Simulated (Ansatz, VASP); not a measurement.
Given: the input of a run of VASP 6.6.1 on CdS.

The input INCAR:

```
PREC = Accurate ; ENCUT = 520
EDIFF = 1E-7 ; ISMEAR = 0
SIGMA = 0.023 ; LREAL = F
LASPH = T ; NELM = 100
ALGO = Normal ; ISIF = 2
LWAVE = F ; LCHARG = F
GGA = PE ; NBANDS = 26
```

KPOINTS

```
Automatic mesh
0
Gamma
  7 7 4
```

File POSCAR:

```
CdS
1.0
    4.1500000000      0.0000000000      0.0000000000
   -2.0750000000      3.5940054257      0.0000000000
    0.0000000000      0.0000000000      6.7370000000
Cd S
2 2
Direct
    0.6666666667      0.3333333333      0.5000000000
    0.3333333333      0.6666666667      0.0000000000
    0.6666666667      0.3333333333      0.8750000000
    0.3333333333      0.6666666667      0.3750000000
```

Potentials or basis: VASP PAW PBE potentials, release 64 (Cd, S).

Run with:

```sh
$ cat potpaw_PBE.64/Cd/POTCAR potpaw_PBE.64/S/POTCAR > POTCAR
$ mpirun -np 1 vasp_std > vasp.out
```

Translate it to Ansatz 0.2.0. Potentials there: Ansatz PAW.

As run (the cutoff follows the program's own potentials):

Contents of input.yaml:

```yaml
crystal:
  lattice:
    - [4.15, 0.0, 0.0]
    - [-2.075, 3.5940054257, 0.0]
    - [0.0, 0.0, 6.737]
  atoms:
    - { symbol: Cd, position: [0.6666666667, 0.3333333333, 0.5] }
    - { symbol: Cd, position: [0.3333333333, 0.6666666667, 0.0] }
    - { symbol: S, position: [0.6666666667, 0.3333333333, 0.875] }
    - { symbol: S, position: [0.3333333333, 0.6666666667, 0.375] }
hamiltonian:
  xc: pbe
  pseudopotentials: { kind: paw }
kpoints:
  mp_grid: { grid: [7, 7, 4] }
scf:
  occupations: { method: gaussian, width: 0.023 }
output:
  forces: true
  stress: true
  eigenvalues: true
```

Potentials or basis: Ansatz PAW.

The run is started by

```bash
$ ansatz run input.yaml --threads 2 --pin off --max-ram 5632MiB --backend cpu --events-out ev --progress --plain --runs-dir out
```

Both were run:

|  | VASP | Ansatz | Ansatz less VASP |
| --- | --- | --- | --- |
| gap on the k mesh at the Fermi level (eV) | 1.20 | 1.20 | -0.003 |
| least direct gap on the mesh (eV) | 1.20 | 1.20 | -0.003 |
| pressure (GPa) | 2.4 | 2.1 | -0.34 |
| traceless stress, the component that is largest in VASP (GPa) | 0.44 | 0.42 | -0.014 |
| rms of the force components (eV/Å) | 0.040 | 0.039 | -0.0008 |

Atom by atom the forces differ by 0.001 eV/Å (rms over components). The functional is the same, so the differences come from potentials, cutoffs and numerics. VASP's potentials hold 36 valence electrons a cell and Ansatz's 52, so a difference there can come from the potentials and not from the codes.

Noted on Ansatz's run: odd divisions of the mesh miss points on the zone boundary, where band edges often lie, so the gap on the mesh can be too wide.
